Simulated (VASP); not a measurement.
# WSe2 (d4) (P6_3/mmc) in VASP: notebook

Runs on WSe2 (d4). Level: PBE+D4. Tasks: single point, relaxation of cell and atoms.

Program: VASP 6.6.1. These are calculated values, not measurements. Logs are shortened: lines on timing, memory, paths and dates and some standing lists are left out, and cuts for length are marked.

**Experimental background.**

From “Time-resolved XUV ARPES with tunable 24–33 eV laser pulses at 30 meV resolution”, 2019, pmc:6684652, for a bulk crystal of WSe2: band gap 1.3 eV (indirect).

The runs below are set against these values where they give the same quantity.

## 1. The cell of the first run

The structure is hexagonal, space group P6_3/mmc (No. 194). Conventional cell: a = 3.290 Å, b = 3.290 Å, c = 12.970 Å, α = 90.00°, β = 90.00°, γ = 120.00°. W (site symmetry -6m2) has 6 Se at 2.53 Å and 6 W at 3.29 Å within 3.3 Å. Se (site symmetry 3m) has 3 W at 2.53 Å and 6 Se at 3.29 Å within 3.3 Å.

## 2. Single point, PBE+D4

The input, INCAR:

```
SYSTEM = WSe2
PREC = Accurate
ENCUT = 520
EDIFF = 1E-7
ISMEAR = 0
SIGMA = 0.1
LREAL = .False.
LASPH = .True.
NELM = 60
ALGO = Normal
ISIF = 2
LWAVE = .False.
LCHARG = .False.
GGA = PE
IVDW = 13
NBANDS = 35
```

The input, KPOINTS:

```
Automatic mesh
0
Gamma
  6 6 2
  0 0 0
```

The input, POSCAR:

```
WSe2
1.0
    3.2900000000      0.0000000000      0.0000000000
   -1.6450000000      2.8492235785      0.0000000000
    0.0000000000      0.0000000000     12.9700000000
W Se
2 4
Direct
    0.3333333333      0.6666666667      0.2500000000
    0.6666666667      0.3333333333      0.7500000000
    0.3333333333      0.6666666667      0.6210000000
    0.6666666667      0.3333333333      0.1210000000
    0.3333333333      0.6666666667      0.8790000000
    0.6666666667      0.3333333333      0.3790000000
```

Potentials or basis: VASP PAW PBE potentials, release 64 (W_sv, Se).

Command:

```bash
cat potpaw_PBE.64/W_sv/POTCAR potpaw_PBE.64/Se/POTCAR > POTCAR
mpirun -np 1 vasp_std > vasp.out
```

OUTCAR:

```text
SYSTEM = WSe2
   PREC = Accurate
   ENCUT = 520
   EDIFF = 1E-7
   ISMEAR = 0
   LREAL = .False.
   LASPH = .True.
   NELM = 60
   ISIF = 2
   GGA = PE
   IVDW = 13

 ion  position               nearest neighbor table
   1  0.333  0.667  0.250-   4 2.53   6 2.53   4 2.53   6 2.53   4 2.53   6 2.53
   2  0.667  0.333  0.750-   3 2.53   5 2.53   3 2.53   5 2.53   3 2.53   5 2.53
   3  0.333  0.667  0.621-   2 2.53   2 2.53   2 2.53
   4  0.667  0.333  0.121-   1 2.53   1 2.53   1 2.53
   5  0.333  0.667  0.879-   2 2.53   2 2.53   2 2.53
   6  0.667  0.333  0.379-   1 2.53   1 2.53   1 2.53

  LATTYP: Found a hexagonal cell.
 ALAT       =     3.2900000000
 C/A-ratio  =     3.9422492401

  Lattice vectors:

 A1 = (   3.2900000000,   0.0000000000,   0.0000000000)
 A2 = (  -1.6450000000,   2.8492235785,   0.0000000000)
 A3 = (   0.0000000000,   0.0000000000,  12.9700000000)

Analysis of symmetry for initial positions (statically):
=====================================================================
 Subroutine PRICEL returns:
 Original cell was already a primitive cell.

 Routine SETGRP: Setting up the symmetry group for a
 hexagonal supercell.

 Subroutine GETGRP returns: Found 24 space group operations
 (whereof 12 operations were pure point group operations)
 out of a pool of 24 trial point group operations.

The static configuration has the point symmetry D_3d.
 The point group associated with its full space group is D_6h.

Analysis of symmetry for dynamics (positions and initial velocities):
=====================================================================
 Subroutine PRICEL returns:
 Original cell was already a primitive cell.

 Routine SETGRP: Setting up the symmetry group for a
 hexagonal supercell.

 Subroutine GETGRP returns: Found 24 space group operations
 (whereof 12 operations were pure point group operations)
 out of a pool of 24 trial point group operations.

The dynamic configuration has the point symmetry D_3d.
 The point group associated with its full space group is D_6h.

 Subroutine INISYM returns: Found 24 space group operations
 (whereof 12 operations are pure point group operations),
 and found     1 'primitive' translations

----------------------------------------------------------------------------------------

                                     Primitive cell

  volume of cell :     121.5801

  direct lattice vectors                    reciprocal lattice vectors
     3.290000000  0.000000000  0.000000000     0.303951368  0.175486404  0.000000000
    -1.645000000  2.849223579  0.000000000     0.000000000  0.350972808  0.000000000
     0.000000000  0.000000000 12.970000000     0.000000000  0.000000000  0.077101002

  length of vectors
     3.290000000  3.290000000 12.970000000     0.350972808  0.350972808  0.077101002

  position of ions in fractional coordinates (direct lattice)
     0.333333333  0.666666667  0.250000000
     0.666666667  0.333333333  0.750000000
     0.333333333  0.666666667  0.621000000
     0.666666667  0.333333333  0.121000000
     0.333333333  0.666666667  0.879000000
     0.666666667  0.333333333  0.379000000

  ion indices of the primitive-cell ions
   primitive index   ion index
                 1           1
                 2           2
                 3           3
                 4           4
                 5           5
                 6           6

----------------------------------------------------------------------------------------

 KPOINTS: Automatic mesh

Automatic generation of k-mesh.
 Grid dimensions read from file:
 generate k-points for:    6    6    2

 Generating k-lattice:

  Cartesian coordinates                     Fractional coordinates (reciprocal lattice)
     0.050658561  0.029247734  0.000000000     0.166666667  0.000000000  0.000000000
     0.000000000  0.058495468  0.000000000     0.000000000  0.166666667  0.000000000
     0.000000000  0.000000000  0.038550501     0.000000000  0.000000000  0.500000000

  Length of vectors
     0.058495468  0.058495468  0.038550501

  Shift w.r.t. Gamma in fractional coordinates (k-lattice)
     0.000000000  0.000000000  0.000000000

 Subroutine IBZKPT returns following result:
 ===========================================

 Found     14 irreducible k-points:

 Following reciprocal coordinates:
            Coordinates               Weight
  0.000000  0.000000  0.000000      1.000000
  0.166667  0.000000  0.000000      6.000000
  0.333333  0.000000  0.000000      6.000000
  0.500000  0.000000  0.000000      3.000000
  0.166667  0.166667  0.000000      6.000000
  0.333333  0.166667  0.000000     12.000000
  0.333333  0.333333  0.000000      2.000000
  0.000000  0.000000  0.500000      1.000000
  0.166667  0.000000  0.500000      6.000000
  0.333333  0.000000  0.500000      6.000000
  0.500000  0.000000  0.500000      3.000000
  0.166667  0.166667  0.500000      6.000000
  0.333333  0.166667  0.500000     12.000000
[... 55 lines left out ...]
   NGX = 13   NGY = 13   NGZ = 49

 number of electron      51.9999991 magnetization

 Free energy of the ion-electron system (eV)
  ---------------------------------------------------
  ext. energy  EPLUGINS =         0.00000000
  ---------------------------------------------------
  free energy    TOTEN  =       -43.12567204 eV

  energy without entropy =      -43.12567204  energy(sigma->0) =      -43.12567204

 E-fermi :   6.7037     XC(G=0): -10.7550

 val. band max:        6.2725381572   @ k =   0.0000   0.0000   0.0000
 cond. band min:       7.2437133728   @ k =   0.1667   0.1667   0.0000
 fundamental gap:      0.9711752156
 Fermi energy:         6.7037428860

 k-point     1 :       0.0000    0.0000    0.0000
  band No.  band energies     occupation
      1     -68.0596      2.00000
      2     -68.0596      2.00000
      3     -32.3084      2.00000
      4     -32.3084      2.00000
      5     -32.1794      2.00000
      6     -32.1794      2.00000
[... 27 lines left out ...]
     34       9.2142      0.00000
     35      10.7600      0.00000

 k-point     2 :       0.1667    0.0000    0.0000
  band No.  band energies     occupation
      1     -68.0570      2.00000
      2     -68.0570      2.00000
      3     -32.2972      2.00000
      4     -32.2972      2.00000
      5     -32.2382      2.00000
      6     -32.2382      2.00000
[... 27 lines left out ...]
     34       9.6224      0.00000
     35      12.3134      0.00000

 k-point     3 :       0.3333    0.0000    0.0000
  band No.  band energies     occupation
      1     -68.0519      2.00000
      2     -68.0519      2.00000
      3     -32.3538      2.00000
      4     -32.3538      2.00000
      5     -32.2746      2.00000
      6     -32.2746      2.00000
[... 27 lines left out ...]
     34      10.4263      0.00000
     35      11.6500      0.00000

 k-point     4 :       0.5000    0.0000    0.0000
  band No.  band energies     occupation
      1     -68.0493      2.00000
      2     -68.0493      2.00000
      3     -32.4108      2.00000
      4     -32.4108      2.00000
      5     -32.2633      2.00000
      6     -32.2633      2.00000
[... 27 lines left out ...]
     34      10.4488      0.00000
     35      10.6699      0.00000

 k-point     5 :       0.1667    0.1667    0.0000
  band No.  band energies     occupation
      1     -68.0532      2.00000
      2     -68.0532      2.00000
      3     -32.3143      2.00000
      4     -32.3143      2.00000
      5     -32.2803      2.00000
      6     -32.2802      2.00000
[... 258 lines left out ...]
 k-point    12 :       0.1667    0.1667    0.5000
  band No.  band energies     occupation
      1     -68.0532      2.00000
      2     -68.0532      2.00000
      3     -32.3143      2.00000
      4     -32.3143      2.00000
      5     -32.2803      2.00000
      6     -32.2803      2.00000
[... 27 lines left out ...]
     34      10.2965      0.00000
     35      13.1589      0.00000

 k-point    13 :       0.3333    0.1667    0.5000
  band No.  band energies     occupation
      1     -68.0493      2.00000
      2     -68.0493      2.00000
      3     -32.3818      2.00000
      4     -32.3818      2.00000
      5     -32.2640      2.00000
      6     -32.2640      2.00000
[... 27 lines left out ...]
     34      10.3552      0.00000
     35      11.7739      0.00000

 k-point    14 :       0.3333    0.3333    0.5000
  band No.  band energies     occupation
      1     -68.0480      2.00000
      2     -68.0480      2.00000
      3     -32.3530      2.00000
      4     -32.3530      2.00000
      5     -32.3289      2.00000
      6     -32.3289      2.00000
[... 27 lines left out ...]
     34      10.6418      0.00000
     35      12.4289      0.00000

------------------------ aborting loop because EDIFF is reached ----------------------------------------

  DFT-D4 for vdW energy calculation

  Edisp (eV):   -2.92737

  FORCE on cell =-STRESS in cart. coord.  units (eV):
  Direction    XX          YY          ZZ          XY          YZ          ZX
  --------------------------------------------------------------------------------------
  -------------------------------------------------------------------------------------
  Total      -0.03876    -0.03876     0.90334     0.00000     0.00000     0.00000
  in kB      -0.51080    -0.51080    11.90418     0.00000     0.00000     0.00000
  external pressure =        3.63 kB  Pullay stress =        0.00 kB

 VOLUME and BASIS-vectors are now :
 -----------------------------------------------------------------------------
  energy-cutoff  :      520.00
  volume of cell :      121.58
      direct lattice vectors                 reciprocal lattice vectors
     3.290000000  0.000000000  0.000000000     0.303951368  0.175486404  0.000000000
    -1.645000000  2.849223579  0.000000000     0.000000000  0.350972808  0.000000000
     0.000000000  0.000000000 12.970000000     0.000000000  0.000000000  0.077101002

 POSITION                                       TOTAL-FORCE (eV/Angst)
 -----------------------------------------------------------------------------------
     -0.00000      1.89948      3.24250         0.000000     -0.000000     -0.000000
      1.64500      0.94974      9.72750        -0.000000      0.000000     -0.000000
     -0.00000      1.89948      8.05437         0.000000     -0.000000     -0.224092
      1.64500      0.94974      1.56937        -0.000000     -0.000000     -0.224092
     -0.00000      1.89948     11.40063        -0.000000     -0.000000      0.224092
      1.64500      0.94974      4.91563        -0.000000     -0.000000      0.224092
 -----------------------------------------------------------------------------------
    total drift:                               -0.000000      0.000000     -0.000000

  FREE ENERGIE OF THE ION-ELECTRON SYSTEM (eV)
  ---------------------------------------------------
  free  energy   TOTEN  =       -46.0530379275 eV

  energy  without entropy=      -46.0530379275  energy(sigma->0) =      -46.05303793
```

It took 35 s on 1 thread of Intel Xeon 6975P-C (Granite Rapids), shared host; peak memory 0.24 GiB.

Results:

```yaml
Free_energy: -46.0530 eV
Pressure: 0.4 GPa
Largest_force: 0.224 eV/Å
Band_gap_on_the_k_mesh: 0.97 eV, indirect (least direct gap 1.52 eV)
Dispersion_energy_per_atom: -0.488 eV
```

Forces on the atoms (eV/Å):
```
W    0.000  0.000  0.000
W    0.000  0.000  0.000
Se   0.000  0.000 -0.224
Se   0.000  0.000 -0.224
Se   0.000  0.000  0.224
Se   0.000  0.000  0.224
```

Levels at points of the mesh, in eV from the valence-band top:
```csv
k point,band 22,band 23,band 24,band 25,band 26,band 27,band 28,band 29,band 30,band 31
"(0.00, 0.00, 0.00)",-1.51,-1.51,-1.11,-1.07,0.00,2.64,2.64,2.69,2.69,2.73
"(0.50, 0.00, 0.00)",-2.41,-1.44,-1.37,-1.28,-1.12,2.12,2.16,2.31,2.65,2.97
"(0.00, 0.00, 0.50)",-1.53,-1.53,-1.53,-0.22,-0.22,2.64,2.64,2.64,2.64,2.86
"(0.50, 0.00, 0.50)",-2.55,-1.34,-1.34,-1.24,-1.24,2.14,2.14,2.51,2.51,3.36
```

Caveat: spin-orbit coupling is left out, which moves the levels of the heavy elements.

## 3. Single point, PBE+D4

This run uses another cell than the first one, of 19.92 Å³/atom, 0.983 times its volume.

Edit INCAR of step 2 so:

```diff
@@ -5,6 +5,6 @@
 ISMEAR = 0
-SIGMA = 0.1
+SIGMA = 0.02
 LREAL = .False.
 LASPH = .True.
-NELM = 60
+NELM = 80
 ALGO = Normal
```

The input, KPOINTS:

```
regular mesh
0
Gamma
  9 9 2
  0 0 0
```

The input, POSCAR:

```
WSe2
1.0
    3.2788915817      0.0000000000      0.0000000000
   -1.6394457908      2.8396034060      0.0000000000
    0.0000000000      0.0000000000     12.8344642211
W Se
2 4
Direct
    0.3333333333      0.6666666667      0.2500000000
    0.6666666667      0.3333333333      0.7500000000
    0.3333333333      0.6666666667      0.6186795481
    0.6666666667      0.3333333333      0.1186795481
    0.3333333333      0.6666666667      0.8813204519
    0.6666666667      0.3333333333      0.3813204519
```

Potentials or basis: VASP PAW PBE potentials, release 64 (W_sv, Se).

Command:

```bash
cat potpaw_PBE.64/W_sv/POTCAR potpaw_PBE.64/Se/POTCAR > POTCAR
mpirun -np 1 vasp_std > vasp.out
```

It took 60 s on 1 thread of Intel Xeon 6975P-C (Granite Rapids), shared host; peak memory 0.26 GiB.

The run converged. Its results:

```
Free energy                : -46.0650 eV
Pressure                   : 0.3 GPa
Largest force              : 0.042 eV/Å
Band gap on the k mesh     : 1.01 eV, indirect (least direct gap 1.57 eV)
Dispersion energy per atom : -0.496 eV
```

Forces in eV/Å, atoms in the order of the input:
```
W    0.000  0.000  0.000
W    0.000  0.000  0.000
Se   0.000  0.000 -0.042
Se   0.000  0.000 -0.042
Se   0.000  0.000  0.042
Se   0.000  0.000  0.042
```

Stress tensor (GPa, compression positive):
```
0.28 0.00 0.00
0.00 0.28 0.00
0.00 0.00 0.41
```

Levels at points of the mesh, in eV from the valence-band top:
```tsv
k point	band 24	band 25	band 26	band 27	band 28	band 29
(0.00, 0.00, 0.00)	-1.19	-0.98	0.00	2.65	2.65	2.70
(0.00, 0.00, 0.50)	-1.47	-0.21	-0.21	2.65	2.65	2.65
```

Caveat: spin-orbit coupling is left out, which moves the levels of the heavy elements.

## 4. Relaxation of cell and atoms, PBE+D4

The input, INCAR:

```
SYSTEM = WSe2
ALGO = Normal
EDIFF = 1E-7
EDIFFG = -0.002
ENCUT = 600
GGA = PE
IBRION = 2
ISIF = 3
ISMEAR = 0
IVDW = 13
LASPH = .TRUE.
LCHARG = .FALSE.
LREAL = .FALSE.
LWAVE = .FALSE.
NELM = 60
NSW = 100
PREC = Accurate
SIGMA = 0.02
```

The input, KPOINTS:

```
k-points
0
G
  9 9 2
  0 0 0
```

The input, POSCAR:

```
WSe2
1.0
    3.2900000000      0.0000000000      0.0000000000
   -1.6450000000      2.8492235785      0.0000000000
    0.0000000000      0.0000000000     12.9700000000
W Se
2 4
Direct
    0.3333333333      0.6666666667      0.2500000000
    0.6666666667      0.3333333333      0.7500000000
    0.3333333333      0.6666666667      0.6210000000
    0.6666666667      0.3333333333      0.1210000000
    0.3333333333      0.6666666667      0.8790000000
    0.6666666667      0.3333333333      0.3790000000
```

Command:

```bash
cat potpaw_PBE.64/W_sv/POTCAR potpaw_PBE.64/Se/POTCAR > POTCAR
mpirun -np 1 vasp_std > vasp.out
```

Wall time 12 min (1 thread of Intel Xeon 6975P-C (Granite Rapids), shared host); peak memory 0.37 GiB.

It converged, with:

```
Free energy                            : -46.0662 eV
Relaxed volume                         : 19.97 Å³/atom
Relaxed cell                           : a = 3.281 Å, b = 3.281 Å, c = 12.852 Å, α = 90.00°, β = 90.00°, γ = 120.00°
Space group after relaxing (to 0.05 Å) : P6_3/mmc (No. 194)
Energy gained by relaxing              : 1.6 meV/atom
Ionic steps                            : 18
Pressure after relaxing                : 0.0 GPa
Band gap on the k mesh                 : 1.01 eV, indirect (least direct gap 1.57 eV)
Dispersion energy per atom             : -0.495 eV
```

The path:
```
step  energy change (eV)  largest force (eV/Å)  pressure (GPa)  volume (Å³)
   1              0.0000                0.2211            0.38       121.58
   2              0.0016                0.1692           -1.62       122.42
   3             -0.0038                0.0395           -0.55       121.96
   4             -0.0058                0.0344           -0.02       121.10
   5             -0.0058                0.0345           -0.04       121.12
   6             -0.0068                0.0495            0.07       120.89
   7             -0.0082                0.0949            0.40       120.18
   8             -0.0086                0.0807            0.31       120.18
   9             -0.0094                0.0382            0.04       120.16
  10             -0.0090                0.0462           -0.49       120.12
  11             -0.0095                0.0139           -0.12       120.15
  12             -0.0096                0.0115           -0.11       120.10
  13             -0.0097                0.0033           -0.07       119.96
  14             -0.0098                0.0126            0.01       119.69
  15             -0.0098                0.0039           -0.03       119.84
  16             -0.0098                0.0044           -0.03       119.83
  17             -0.0098                0.0015            0.01       119.80
  18             -0.0098                0.0005            0.00       119.81
```

Final structure:
```yaml
crystal:
  lattice:
    - [3.28088, 0.00000, 0.00000]
    - [-1.64044, 2.84133, 0.00000]
    - [0.00000, 0.00000, 12.85227]
  atoms:
    - { symbol: W, position: [0.33333, 0.66667, 0.25000] }
    - { symbol: W, position: [0.66667, 0.33333, 0.75000] }
    - { symbol: Se, position: [0.33333, 0.66667, 0.61872] }
    - { symbol: Se, position: [0.66667, 0.33333, 0.11872] }
    - { symbol: Se, position: [0.33333, 0.66667, 0.88128] }
    - { symbol: Se, position: [0.66667, 0.33333, 0.38128] }
```

Levels at points of the mesh, in eV from the valence-band top:
```tsv
k point	band 24	band 25	band 26	band 27	band 28	band 29
(0.00, 0.00, 0.00)	-1.18	-0.99	0.00	2.65	2.65	2.70
(0.00, 0.00, 0.50)	-1.46	-0.21	-0.21	2.65	2.65	2.65
```

Caveat: spin-orbit coupling is left out, which moves the levels of the heavy elements. PBE gaps usually lie below the measured ones, often by a third to a half.

## 5. Overview

| task | cell | k mesh | cutoff (eV) | smearing | gap on the mesh (eV) | pressure (GPa) | largest force (eV/Å) |
| --- | --- | --- | --- | --- | --- | --- | --- |
| single point | a = 3.290, b = 3.290, c = 12.970 Å, angles 90.0, 90.0, 120.0°, 6 atoms | 6 × 6 × 2 | 520 | gaussian 0.1 eV | 0.97 | 0.4 | 0.22 |
| single point | a = 3.279, b = 3.279, c = 12.834 Å, angles 90.0, 90.0, 120.0°, 6 atoms | 9 × 9 × 2 | 520 | gaussian 0.02 eV | 1.01 | 0.3 | 0.04 |
| relaxation of cell and atoms | relaxed from a = 3.290, b = 3.290, c = 12.970 Å, angles 90.0, 90.0, 120.0°, 6 atoms | 9 × 9 × 2 | 600 | gaussian 0.02 eV | 1.01 | 0.0 | - |

Alike in all rows: level PBE+D4; potentials or basis VASP PAW PBE potentials, release 64 (W_sv, Se); no spin polarisation.

Caveats: spin-orbit coupling is left out, which moves the levels of the heavy elements.

Absolute energies hang on the potentials; compare differences alone.

## 6. How close it comes

Step 2. Measured gap of WSe2: 1.3 eV (indirect; “Time-resolved XUV ARPES with tunable 24–33 eV laser pulses at 30 meV resolution”, 2019, pmc:6684652). This calculation gives 0.97 eV (-0.33 eV). Spin-orbit coupling on Se, W is left out. The value is that of PBE+D4 on a finite k mesh, which can miss the band edges, without temperature or zero-point motion. Semilocal functionals fall short of measured gaps as a rule.

Step 3. Against the measured gap of WSe2, 1.3 eV (indirect; “Time-resolved XUV ARPES with tunable 24–33 eV laser pulses at 30 meV resolution”, 2019, pmc:6684652), the calculated 1.01 eV is off by -0.29 eV. Spin-orbit coupling on Se, W is left out. The value is that of PBE+D4 on a finite k mesh, which can miss the band edges, without temperature or zero-point motion. Semilocal functionals fall short of measured gaps as a rule.
